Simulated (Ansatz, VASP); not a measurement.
This is a calculation of Ti for Ansatz 0.2.0.

input

```
crystal:
  lattice:
    - [0.0, 2.03, 2.03]
    - [2.03, 0.0, 2.03]
    - [2.03, 2.03, 0.0]
  atoms:
    - { symbol: Ti, position: [0.0, 0.0, 0.0] }
hamiltonian:
  xc: hse06
  pseudopotentials: { kind: paw }
kpoints:
  mp_grid: { grid: [6, 6, 6] }
scf:
  occupations: { method: fermi_dirac, width: 0.05 }
output:
  forces: true
  stress: true
  eigenvalues: true
```

Question: Translate it to VASP 6.6.1. Potentials there: VASP PAW PBE potentials, release 64 (Ti_sv).

Answer: As run (the cutoff follows the program's own potentials):

POSCAR

```
Ti
1.0
    0.0000000000      2.0300000000      2.0300000000
    2.0300000000      0.0000000000      2.0300000000
    2.0300000000      2.0300000000      0.0000000000
Ti
1
Direct
    0.0000000000      0.0000000000      0.0000000000
```

The input INCAR.step1:

```
PREC     = Accurate       # precision mode
ENCUT    = 520            # plane-wave cutoff, eV
EDIFF    = 1E-5           # SCF threshold, eV
ISMEAR   = -1             # smearing method
SIGMA    = 0.05           # smearing width, eV
LREAL    = False          # projectors in reciprocal space
LASPH    = True           # aspherical terms in the spheres
NELM     = 100            # most SCF steps
ALGO     = Normal         # electronic algorithm
ISIF     = 2              # what is computed and relaxed
LWAVE    = True           # write WAVECAR
NBANDS   = 12             # bands
GGA      = PE             # functional
```

The input INCAR.step2:

```
PREC     = Accurate       # precision mode
ENCUT    = 520            # plane-wave cutoff, eV
EDIFF    = 1E-7           # SCF threshold, eV
ISMEAR   = -1             # smearing method
SIGMA    = 0.05           # smearing width, eV
LREAL    = False          # projectors in reciprocal space
LASPH    = True           # aspherical terms in the spheres
NELM     = 100            # most SCF steps
ALGO     = Normal         # electronic algorithm
ISIF     = 2              # what is computed and relaxed
LWAVE    = False          # write WAVECAR
LCHARG   = True           # write CHGCAR
GGA      = PE             # functional
LHFCALC  = True           # exact exchange
HFSCREEN = 0.2079         # screening, 1/A
PRECFOCK = Normal       
LELF     = True           # ELF
LVHAR    = True         
NBANDS   = 12             # bands
ISTART   = 1
```

Contents of KPOINTS:

```
Automatic mesh
0
Gamma
  6 6 6
```

Potentials or basis: VASP PAW PBE potentials, release 64 (Ti_sv).

Launch:

```bash
$ cat potpaw_PBE.64/Ti_sv/POTCAR > POTCAR
$ cp INCAR.step1 INCAR
$ mpirun -np 1 vasp_std > vasp.out
$ cp INCAR.step2 INCAR
$ mpirun -np 1 vasp_std > vasp.out
```

Both were run:

|  | VASP | Ansatz | Ansatz less VASP |
| --- | --- | --- | --- |
| gap on the k mesh at the Fermi level (eV) | none | none | - |
| pressure (GPa) | 3.7 | 4.2 | +0.53 |

A gap of «none» marks a metal or a gap that the smearing closes. With one functional, cell and mesh, what is left measures potentials, basis and numerics.

The k mesh is coarse, so the values compare programs but aren't converged.
